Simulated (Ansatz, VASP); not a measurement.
**One calculation of In3Se, two programs**

Contents of INCAR:

```
SYSTEM = In3Se
PREC = Accurate
ENCUT = 520
EDIFF = 1E-7
ISMEAR = 0
SIGMA = 0.15
LREAL = .FALSE.
LASPH = .TRUE.
NELM = 100
ALGO = Normal
ISIF = 2
LWAVE = .FALSE.
LCHARG = .TRUE.
GGA = PE
IVDW = 12
LELF = .TRUE.
LVHAR = .TRUE.
NBANDS = 30
```

File KPOINTS:

```
Automatic mesh
0
G
  8 8 8
  0 0 0
```

POSCAR

```
In3Se
1.0
    5.4059318236     -0.5288411567      0.0000000000
   -0.5288411567      5.4059318236      0.0000000000
    0.0000000000      0.0000000000      4.7008102814
In Se
3 1
Direct
    0.0000000000      0.5000000000      0.5000000000
    0.5000000000      0.0000000000      0.5000000000
    0.5000000000      0.5000000000      0.0000000000
    0.0000000000      0.0000000000      0.0000000000
```

Input for Ansatz:

```yaml
crystal:
  lattice:
    - [5.4059318236, -0.5288411567, 0.0]
    - [-0.5288411567, 5.4059318236, 0.0]
    - [0.0, 0.0, 4.7008102814]
  atoms:
    - { symbol: In, position: [0.0, 0.5, 0.5] }
    - { symbol: In, position: [0.5, 0.0, 0.5] }
    - { symbol: In, position: [0.5, 0.5, 0.0] }
    - { symbol: Se, position: [0.0, 0.0, 0.0] }
basis:
  ecutwfc: 420
kpoints:
  mp_grid: { grid: [8, 8, 8] }
hamiltonian:
  xc: pbe
  pseudopotentials: { kind: paw, azcp: { folder: soft_1 } }
  dispersion: d3bj
scf:
  occupations: { method: gaussian, width: 0.15 }
output:
  forces: true
  stress: true
  eigenvalues: true
```

Change from the starting cell: engineering shear strain xy -0.2250, equal normal strain along x and y +0.1500.

Alike in both runs: task single point; functional PBE; dispersion D3(BJ); k mesh 8 × 8 × 8; occupations gaussian, width 0.15 eV; no spin polarisation.

|  | VASP | Ansatz |
| --- | --- | --- |
| version | VASP 6.6.1 | Ansatz 0.2.0 |
| potentials or method | VASP PAW PBE potentials, release 64 (In_d, Se), cutoff 520 eV | scalar-relativistic, plane waves, PAW |
| valence electrons in the cell | 45 | 55 |

```tsv
	VASP	Ansatz	Ansatz less VASP
gap on the k mesh at the Fermi level (eV)	none	none	-
pressure (GPa)	-4.8	-4.8	+0.02
traceless stress, the component that is largest in VASP (GPa)	0.36	0.36	-0.001
```

A gap of «none» marks a metal or a gap that the smearing closes. VASP's potentials hold 45 valence electrons a cell and Ansatz's 55, so a difference there can come from the potentials and not from the codes. Ansatz's warnings: dispersion switch in reach.
